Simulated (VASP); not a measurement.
# SiC (R3m) in VASP: a series of runs

The runs below take SiC through single point, with PBE.

Program: VASP 6.6.1. These are calculated values, not measurements. Logs are shortened: lines on timing, memory, paths and dates and some standing lists are left out, and cuts for length are marked.

## 1. The cell of the first run

It takes space group R3m (No. 160, trigonal). The conventional cell has a = 3.096 Å, b = 3.096 Å, c = 7.956 Å, α = 90.00°, β = 90.00°, γ = 120.00°. Si (site symmetry 3m) has 4 C at 1.91 to 1.99 Å within 2.5 Å. Within 2.5 Å of C (site symmetry 3m) lie 4 Si at 1.91 to 1.99 Å.

## 2. Single point, PBE

INCAR

```
PREC = Accurate
ENCUT = 520
EDIFF = 1E-6
ISMEAR = 0
SIGMA = 0.05
LREAL = F
LASPH = T
NELM = 80
ALGO = Normal
ISIF = 2
LWAVE = F
LCHARG = F
GGA = PE
NBANDS = 11
```

KPOINTS

```
regular mesh
0
Gamma
  12 12 12
```

POSCAR

```
SiC
1.0
    0.0000000000      2.1889211859      2.1889211859
    2.1889211859      0.0000000000      2.1889211859
    2.2608637288      2.2608637288     -0.0719425430
Si C
1 1
Direct
    0.0000000000      0.0000000000      0.0000000000
    0.7500000000      0.7500000000      0.7500000000
```

Potentials or basis: VASP PAW PBE potentials, release 64 (Si, C).

Run with:

```
cat potpaw_PBE.64/Si/POTCAR potpaw_PBE.64/C/POTCAR > POTCAR
mpirun -np 1 vasp_std > vasp.out
```

OUTCAR:

```text
PREC = Accurate
   ENCUT = 520
   EDIFF = 1E-6
   ISMEAR = 0
   LREAL = F
   LASPH = T
   NELM = 80
   ISIF = 2
   GGA = PE

 ion  position               nearest neighbor table
   1  0.000  0.000  0.000-   2 1.91   2 1.91   2 1.91   2 1.99
   2  0.750  0.750  0.750-   1 1.91   1 1.91   1 1.91   1 1.99

  LATTYP: Found a trigonal (rhomboedric) cell.
 ALAT       =     3.1981534251
 COS(alpha) =     0.5315517070

  Lattice vectors:

 A1 = (   2.2608637288,   0.0719425429,  -2.2608637289)
 A2 = (   0.0719425429,   2.2608637288,  -2.2608637289)
 A3 = (   2.2608637288,   2.2608637288,  -0.0719425430)

Analysis of symmetry for initial positions (statically):
=====================================================================
 Subroutine PRICEL returns:
 Original cell was already a primitive cell.

 Routine SETGRP: Setting up the symmetry group for a
 trigonal (rhombohedral) supercell.

 Subroutine GETGRP returns: Found  6 space group operations
 (whereof  6 operations were pure point group operations)
 out of a pool of 12 trial point group operations.

The static configuration has the point symmetry C_3v.

Analysis of symmetry for dynamics (positions and initial velocities):
=====================================================================
 Subroutine PRICEL returns:
 Original cell was already a primitive cell.

 Routine SETGRP: Setting up the symmetry group for a
 trigonal (rhombohedral) supercell.

 Subroutine GETGRP returns: Found  6 space group operations
 (whereof  6 operations were pure point group operations)
 out of a pool of 12 trial point group operations.

The dynamic configuration has the point symmetry C_3v.

 Subroutine INISYM returns: Found  6 space group operations
 (whereof  6 operations are pure point group operations),
 and found     1 'primitive' translations

----------------------------------------------------------------------------------------

                                     Primitive cell

  volume of cell :      22.0100

  direct lattice vectors                    reciprocal lattice vectors
     0.000000000  2.188921186  2.188921186    -0.224845639  0.232000412  0.224845639
     2.188921186  0.000000000  2.188921186     0.232000412 -0.224845639  0.224845639
     2.260863729  2.260863729 -0.071942543     0.217690866  0.217690866 -0.217690866

  length of vectors
     3.095602028  3.095602028  3.198153425     0.393618234  0.393618234  0.377051640

  position of ions in fractional coordinates (direct lattice)
     0.000000000  0.000000000  0.000000000
     0.750000000  0.750000000  0.750000000

  ion indices of the primitive-cell ions
   primitive index   ion index
                 1           1
                 2           2

----------------------------------------------------------------------------------------

 KPOINTS: regular mesh

Automatic generation of k-mesh.
 Grid dimensions read from file:
 generate k-points for:   12   12   12

 Generating k-lattice:

  Cartesian coordinates                     Fractional coordinates (reciprocal lattice)
    -0.018737137  0.019333368  0.018737137     0.083333333  0.000000000 -0.000000000
     0.019333368 -0.018737137  0.018737137     0.000000000  0.083333333 -0.000000000
     0.018140905  0.018140905 -0.018140905     0.000000000  0.000000000  0.083333333

  Length of vectors
     0.032801519  0.032801519  0.031420970

  Shift w.r.t. Gamma in fractional coordinates (k-lattice)
     0.000000000  0.000000000  0.000000000

 Subroutine IBZKPT returns following result:
 ===========================================

 Found    189 irreducible k-points:

 Following reciprocal coordinates:
            Coordinates               Weight
  0.000000  0.000000  0.000000      1.000000
  0.083333  0.000000  0.000000      6.000000
  0.166667  0.000000  0.000000      6.000000
  0.250000  0.000000  0.000000      6.000000
  0.333333  0.000000  0.000000      6.000000
  0.416667  0.000000  0.000000      6.000000
[... 16 lines left out ...]
  0.500000  0.166667  0.000000     12.000000
 -0.416667  0.166667  0.000000     12.000000
 [... further k-points ...]
   k-points           NKPTS =    189   k-points in BZ     NKDIM =    189   number of bands    NBANDS=     11
   number of dos      NEDOS =    301   number of ions     NIONS =      2
   total plane-waves  NPLWV =  13824
   dimension x,y,z NGX =    24 NGY =   24 NGZ =   24
   dimension x,y,z NGXF=    48 NGYF=   48 NGZF=   48
   ions per type =               1   1
   NGX,Y,Z   is equivalent  to a cutoff of  12.89, 12.89, 12.48 a.u.
   NGXF,Y,Z  is equivalent  to a cutoff of  25.78, 25.78, 24.95 a.u.
 SYSTEM =  unknown system
   PREC   = accura    normal or accurate (medium, high low for compatibility)
   ISTART =      0    job   : 0-new  1-cont  2-samecut
   ICHARG =      2    charge: 1-file 2-atom 10-const
   ISPIN  =      1    spin polarized calculation?
   LNONCOLLINEAR =      F non collinear calculations
   LSORBIT =      F    spin-orbit coupling
   LASPH  =      T    aspherical Exc in radial PAW
   ENCUT  =  520.0 eV  38.22 Ry    6.18 a.u.   5.76  5.76  5.95*2*pi/ulx,y,z
   NELM   =     80;   NELMIN=  2; NELMDL= -5     # of ELM steps
   EDIFF  = 0.1E-05   stopping-criterion for ELM
   LREAL  =      F    real-space projection
   EDIFFG = 0.1E-04   stopping-criterion for IOM
   NSW    =      0    number of steps for IOM
   IBRION =     -1    ionic relax: 0-MD 1-quasi-New 2-CG
   NFREE  =      0    steps in history (QN), initial steepest desc. (CG)
   ISIF   =      2    stress and relaxation
   ISYM   =      2    0-nonsym 1-usesym 2-fastsym
   POTIM  = 0.5000    time-step for ionic-motion
   TEBEG  =    0.0;   TEEND  =   0.0 temperature during run
   PSTRESS=    0.0 pullay stress
   NELECT =       8.0000    total number of electrons
   NUPDOWN=      -1.0000    fix difference up-down
   EMIN   =  10.00;   EMAX   =-10.00  energy-range for DOS
   EFERMI =   0.00;   METHOD = LEGACY
   ISMEAR =     0;   SIGMA  =   0.05  broadening in eV -4-tet -1-fermi 0-gaus
   EFERMI_NEDOS =   21; number of points for ismear=-14 and -15
   IALGO  =     38    algorithm
   IMIX   =      4    mixing-type and parameters
     AMIX     =   0.40;   BMIX     =  1.00
     AMIX_MAG =   1.60;   BMIX_MAG =  1.00
  volume/ion in A,a.u.               =      11.01        74.27
  Fermi-wavevector in a.u.,A,eV,Ry     =   1.168328  2.207820 18.571823  1.364990
  Thomas-Fermi vector in A             =   2.304816
   LORBIT       =      0    0 simple, 1 ext, 2 COOP (PROOUT), +10 PAW based schemes
   GGA     = PE    functional components
   LHFCALC =     F    Hartree Fock is set to
   AEXX    =    0.0000 exact exchange contribution
   IVDW    =     0    specifies the selected vdW correction
   LEPSILON=     F    determine dielectric tensor
   LRPA    =     F    only Hartree local field effects (RPA)
 non-spin polarized calculation
 Gauss-broadening in eV      SIGMA  =   0.05
  energy-cutoff  :      520.00
  volume of cell :       22.01
 maximum number of plane-waves:       610
   NGX = 11   NGY = 11   NGZ = 11

 number of electron       8.0000001 magnetization

 Free energy of the ion-electron system (eV)
  ---------------------------------------------------
  ext. energy  EPLUGINS =         0.00000000
  ---------------------------------------------------
  free energy    TOTEN  =       -14.98321127 eV

  energy without entropy =      -14.98321127  energy(sigma->0) =      -14.98321127

 E-fermi :   7.7425     XC(G=0): -11.0879

 val. band max:        7.5158683343   @ k =   0.0000   0.0000   0.0000
 cond. band min:       8.8024623990   @ k =   0.5000   0.5000  -0.0000
 fundamental gap:      1.2865940647
 Fermi energy:         7.7424658300

 k-point     1 :       0.0000    0.0000    0.0000
  band No.  band energies     occupation
      1      -7.5059      2.00000
      2       7.2426      2.00000
      3       7.5159      2.00000
      4       7.5159      2.00000
      5      12.3785      0.00000
      6      14.2326      0.00000
      7      14.6770      0.00000
      8      14.6770      0.00000
      9      21.6031      0.00000
     10      21.6031      0.00000
     11      22.9689      0.00000

 k-point     2 :       0.0833    0.0000    0.0000
  band No.  band energies     occupation
      1      -7.3733      2.00000
      2       6.7702      2.00000
      3       7.1953      2.00000
      4       7.4091      2.00000
      5      12.5798      0.00000
      6      14.4430      0.00000
      7      14.7830      0.00000
      8      14.8519      0.00000
      9      20.7308      0.00000
     10      20.9526      0.00000
     11      23.1993      0.00000

 k-point     3 :       0.1667    0.0000    0.0000
  band No.  band energies     occupation
      1      -6.9796      2.00000
      2       5.2021      2.00000
      3       6.9545      2.00000
      4       7.1455      2.00000
      5      12.7320      0.00000
      6      14.4976      0.00000
      7      15.1846      0.00000
      8      15.6040      0.00000
      9      19.8055      0.00000
     10      20.2878      0.00000
     11      22.6006      0.00000

 k-point     4 :       0.2500    0.0000    0.0000
  band No.  band energies     occupation
      1      -6.3396      2.00000
      2       3.3485      2.00000
      3       6.6939      2.00000
      4       6.8358      2.00000
      5      12.5556      0.00000
      6      14.5570      0.00000
      7      15.2600      0.00000
      8      16.4395      0.00000
      9      19.7728      0.00000
     10      20.5313      0.00000
     11      22.0565      0.00000

 k-point     5 :       0.3333    0.0000    0.0000
  band No.  band energies     occupation
      1      -5.4924      2.00000
      2       1.5256      2.00000
      3       6.4779      2.00000
      4       6.5683      2.00000
      5      12.2929      0.00000
      6      14.3718      0.00000
      7      15.0128      0.00000
      8      16.9333      0.00000
      9      20.6869      0.00000
     10      21.7376      0.00000
     11      22.1993      0.00000
[... 211 lines left out ...]
 k-point    21 :       0.3333    0.1667    0.0000
  band No.  band energies     occupation
      1      -5.6608      2.00000
      2       2.8821      2.00000
      3       5.5468      2.00000
      4       5.6547      2.00000
      5      11.9509      0.00000
      6      14.7194      0.00000
      7      16.1012      0.00000
      8      16.5498      0.00000
      9      19.4839      0.00000
     10      22.9108      0.00000
     11      24.7261      0.00000

 k-point    22 :       0.4167    0.1667   -0.0000
  band No.  band energies     occupation
      1      -4.7880      2.00000
      2       1.2860      2.00000
      3       5.0916      2.00000
      4       5.4976      2.00000
      5      11.8055      0.00000
      6      14.8513      0.00000
      7      16.1942      0.00000
      8      16.8282      0.00000
      9      20.3106      0.00000
     10      23.8559      0.00000
     11      24.8705      0.00000

 k-point    23 :       0.5000    0.1667    0.0000
  band No.  band energies     occupation
      1      -3.9318      2.00000
      2      -0.0019      2.00000
      3       4.6597      2.00000
      4       5.5917      2.00000
      5      11.8478      0.00000
      6      14.6318      0.00000
      7      15.8186      0.00000
      8      17.8716      0.00000
      9      20.9168      0.00000
     10      23.9344      0.00000
     11      25.0861      0.00000

 k-point    24 :      -0.4167    0.1667    0.0000
  band No.  band energies     occupation
      1      -3.7228      2.00000
      2      -0.2822      2.00000
      3       4.3899      2.00000
      4       5.8432      2.00000
      5      12.1324      0.00000
      6      14.4382      0.00000
      7      15.5294      0.00000
      8      18.1161      0.00000
      9      21.6302      0.00000
     10      22.3351      0.00000
     11      25.0902      0.00000

 [... further k-points ...]
[... 5 lines left out ...]
  --------------------------------------------------------------------------------------
  -------------------------------------------------------------------------------------
  Total       -1.1665143     -1.1665143     -1.1665143     -0.9885986      0.9885986      0.9885986
  in kB      -84.9142529    -84.9142529    -84.9142529    -71.9632129     71.9632129     71.9632129
  external PRESSURE =     -84.9142529 kB  Pullay stress =       0.0000000 kB

 VOLUME and BASIS-vectors are now :
 -----------------------------------------------------------------------------
  energy-cutoff  :      520.00
  volume of cell :       22.01
      direct lattice vectors                 reciprocal lattice vectors
     0.000000000  2.188921186  2.188921186    -0.224845639  0.232000412  0.224845639
     2.188921186  0.000000000  2.188921186     0.232000412 -0.224845639  0.224845639
     2.260863729  2.260863729 -0.071942543     0.217690866  0.217690866 -0.217690866

 POSITION                                       TOTAL-FORCE (eV/Angst)
 -----------------------------------------------------------------------------------
      0.00000      0.00000      0.00000         0.111513      0.111513     -0.111513
      3.33734      3.33734      3.22942        -0.111513     -0.111513      0.111513
 -----------------------------------------------------------------------------------
    total drift:                               -0.000033     -0.000033      0.000033

  FREE ENERGIE OF THE ION-ELECTRON SYSTEM (eV)
  ---------------------------------------------------
  free  energy   TOTEN  =       -14.9832112742 eV

  energy  without entropy=      -14.9832112742  energy(sigma->0) =      -14.98321127
```

Run time: 55 s. Hardware: 1 thread of Intel Xeon 8259CL, shared host; peak memory 0.16 GiB.

Results:

- Free energy: -14.9832 eV
- Pressure: -8.5 GPa
- Largest force: 0.193 eV/Å
- Band gap on the k mesh: 1.29 eV, indirect (least direct gap 4.21 eV)

Forces in eV/Å, atoms in the order of the input:
```
Si   0.112  0.112 -0.112
C   -0.112 -0.112  0.112
```

A k mesh can miss the band edges. Expect the measured gap to be larger: semilocal functionals such as PBE lack the derivative discontinuity.

## 3. Single point, PBE

INCAR

```
SYSTEM = SiC
PREC = Accurate
ENCUT = 520
EDIFF = 1E-6
ISMEAR = 0
SIGMA = 0.05
LREAL = .FALSE.
LASPH = .TRUE.
NELM = 100
ALGO = Normal
ISIF = 2
LWAVE = .FALSE.
LCHARG = .TRUE.
GGA = PE
LELF = .TRUE.
LVHAR = .TRUE.
NBANDS = 11
```

KPOINTS

```
Automatic mesh
0
G
  12 12 12
  0 0 0
```

POSCAR

```
SiC
1.0
    0.0000000000      2.2124338038      2.2124338038
    2.2124338038      0.0000000000      2.2124338038
    2.2363280889      2.2363280889     -0.0238942851
Si C
1 1
Direct
    0.0000000000      0.0000000000      0.0000000000
    0.7500000000      0.7500000000      0.7500000000
```

Potentials or basis: VASP PAW PBE potentials, release 64 (Si, C).

Run with:

```
cat potpaw_PBE.64/Si/POTCAR potpaw_PBE.64/C/POTCAR > POTCAR
mpirun -np 1 vasp_std > vasp.out
```

It took 50 s on 1 thread of Intel Xeon 8259CL, shared host; peak memory 0.16 GiB.

The run converged. Its results:

* Free energy: -15.0259 eV
* Pressure: -9.0 GPa
* Largest force: 0.086 eV/Å
* Band gap on the k mesh: 1.38 eV, indirect (least direct gap 4.39 eV)

Forces on the atoms (eV/Å):
```
Si   0.050  0.050 -0.050
C   -0.050 -0.050  0.050
```

Stress tensor (GPa, compression positive):
```
-9.03 -2.46  2.46
-2.46 -9.03  2.46
 2.46  2.46 -9.03
```

Levels at points of the mesh, in eV from the valence-band top:
| k point | band 1 | band 2 | band 3 | band 4 | band 5 | band 6 | band 7 | band 8 |
| --- | --- | --- | --- | --- | --- | --- | --- | --- |
| (0.00, 0.00, 0.00) | -14.96 | -0.08 | 0.00 | 0.00 | 5.42 | 6.70 | 6.98 | 6.98 |
| (0.50, 0.00, 0.00) | -11.57 | -8.22 | -1.10 | -1.09 | 4.78 | 6.80 | 7.02 | 9.67 |
| (0.50, 0.50, 0.00) | -10.22 | -7.63 | -3.17 | -3.01 | 1.38 | 4.09 | 13.26 | 13.28 |
| (0.00, 0.00, 0.50) | -11.73 | -8.25 | -0.98 | -0.98 | 5.08 | 7.08 | 7.08 | 9.74 |

A k mesh can miss the band edges. PBE gaps usually lie below the measured ones, often by a third to a half.

## 4. Single point, PBE

This run uses another cell than the first one, of the same volume but with other edges.

INCAR

```
SYSTEM = SiC
PREC = Accurate ; ENCUT = 520
EDIFF = 1E-6 ; ISMEAR = 0
SIGMA = 0.05 ; LREAL = .FALSE.
LASPH = .TRUE. ; NELM = 60
ALGO = Normal ; ISIF = 2
LWAVE = .FALSE. ; LCHARG = .FALSE.
GGA = PE ; NBANDS = 11
```

KPOINTS is that of step 3.

POSCAR

```
SiC
1.0
    0.0000000000      2.2602980763      2.2602980763
    2.2602980763      0.0000000000      2.2602980763
    2.1894754033      2.1894754033      0.0708226731
Si C
1 1
Direct
    0.0000000000      0.0000000000      0.0000000000
    0.7500000000      0.7500000000      0.7500000000
```

Run with:

```
cat potpaw_PBE.64/Si/POTCAR potpaw_PBE.64/C/POTCAR > POTCAR
mpirun -np 1 vasp_std > vasp.out
```

It took 47 s on 1 thread of Intel Xeon 8259CL, shared host; peak memory 0.16 GiB.

It converged, with:

```yaml
Free_energy: -14.9808 eV
Pressure: -8.5 GPa
Largest_force: 0.404 eV/Å
Band_gap_on_the_k_mesh: 1.24 eV, indirect (least direct gap 4.18 eV)
```

Forces in eV/Å, atoms in the order of the input:
```
Si  -0.234 -0.234  0.234
C    0.234  0.234 -0.234
```

Stress tensor (GPa, compression positive):
```
-8.45  7.73 -7.73
 7.73 -8.45 -7.73
-7.73 -7.73 -8.45
```

Levels at points of the mesh, in eV from the valence-band top:
| k point | band 2 | band 3 | band 4 | band 5 | band 6 | band 7 |
| --- | --- | --- | --- | --- | --- | --- |
| (0.00, 0.00, 0.00) | -0.20 | -0.20 | 0.00 | 5.09 | 6.42 | 6.42 |
| (0.50, 0.00, 0.00) | -8.35 | -1.08 | -1.07 | 4.93 | 6.65 | 7.34 |
| (0.50, 0.50, 0.00) | -7.73 | -3.43 | -2.94 | 1.24 | 4.04 | 12.89 |
| (0.00, 0.00, 0.50) | -8.26 | -1.42 | -1.42 | 4.11 | 6.48 | 6.48 |

A k mesh can miss the band edges.

(Continued in part 2 of 2.)
